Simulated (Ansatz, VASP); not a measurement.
# Ta3TiN4 in VASP and in Ansatz

The input INCAR:

```
SYSTEM = Ta3TiN4
ALGO = Normal
EDIFF = 1E-6
EDIFFG = -0.01
ENCUT = 600
GGA = PE
IBRION = 2
ISIF = 3
ISMEAR = 0
LASPH = .TRUE.
LCHARG = .FALSE.
LREAL = .FALSE.
LWAVE = .FALSE.
NELM = 80
NSW = 100
PREC = Accurate
SIGMA = 0.1
```

KPOINTS

```
k-points
0
G
  8 8 8
  0 0 0
```

Contents of POSCAR:

```
Ta3TiN4
1.0
    4.3832933791      0.0000000000      0.0000000000
    0.0000000000      4.3832933791      0.0000000000
    0.0000000000      0.0000000000      4.3832933791
Ti Ta N
1 3 4
Direct
    0.0000000000      0.0000000000      0.0000000000
    0.0000000000      0.5000000000      0.5000000000
    0.5000000000      0.5000000000      0.0000000000
    0.5000000000      0.0000000000      0.5000000000
    0.5000000000      0.0000000000      0.0000000000
    0.0000000000      0.0000000000      0.5000000000
    0.5000000000      0.5000000000      0.5000000000
    0.0000000000      0.5000000000      0.0000000000
```

Input for Ansatz:

```yaml
crystal:
  lattice:
    - [4.3832933791, 0.0, 0.0]
    - [0.0, 4.3832933791, 0.0]
    - [0.0, 0.0, 4.3832933791]
  atoms:
    - { symbol: Ti, position: [0.0, 0.0, 0.0] }
    - { symbol: Ta, position: [0.0, 0.5, 0.5] }
    - { symbol: Ta, position: [0.5, 0.5, 0.0] }
    - { symbol: Ta, position: [0.5, 0.0, 0.5] }
    - { symbol: "N", position: [0.5, 0.0, 0.0] }
    - { symbol: "N", position: [0.0, 0.0, 0.5] }
    - { symbol: "N", position: [0.5, 0.5, 0.5] }
    - { symbol: "N", position: [0.0, 0.5, 0.0] }
basis:
  ecutwfc: 420
kpoints:
  mp_grid: { grid: [8, 8, 8] }
hamiltonian:
  xc: pbe
scf:
  occupations: { method: gaussian, width: 0.1 }
output:
  forces: true
  stress: true
  eigenvalues: true
  write_density: true
  write_potential: true
  elf: true
  volumetric_format: npy
relax:
  adjacent_minimum: "off"
  f_tol: 0.01
  max_steps: 80
  cell: { stress_tol: 0.05 }
```

Alike in both runs: task relaxation of cell and atoms; functional PBE; k mesh 8 × 8 × 8; occupations gaussian, width 0.1 eV; no spin polarisation.

|  | VASP | Ansatz |
| --- | --- | --- |
| version | VASP 6.6.1 | Ansatz 0.2.0 |
| potentials or method | VASP PAW PBE potentials, release 64 (Ti_sv, Ta_pv, N), cutoff 600 eV | scalar-relativistic, plane waves, PAW |
| valence electrons in the cell | 65 | 71 |

```csv
,VASP,Ansatz,Ansatz less VASP
"gap on the k mesh at the Fermi level, each at its own relaxed structure (eV)",none,none,-
relaxed volume (Å³/atom),10.53,10.50,-0.023
relaxed length of the cell vector where the two differ most in proportion (Å),4.383,4.380,-0.0032
```

A gap of «none» marks a metal or a gap that the smearing closes. VASP's potentials hold 65 valence electrons a cell and Ansatz's 71, so a difference there can come from the potentials and not from the codes.

Spin-orbit coupling is off throughout. Noted on VASP's run: the relaxation stopped at its first step, so nothing moved.
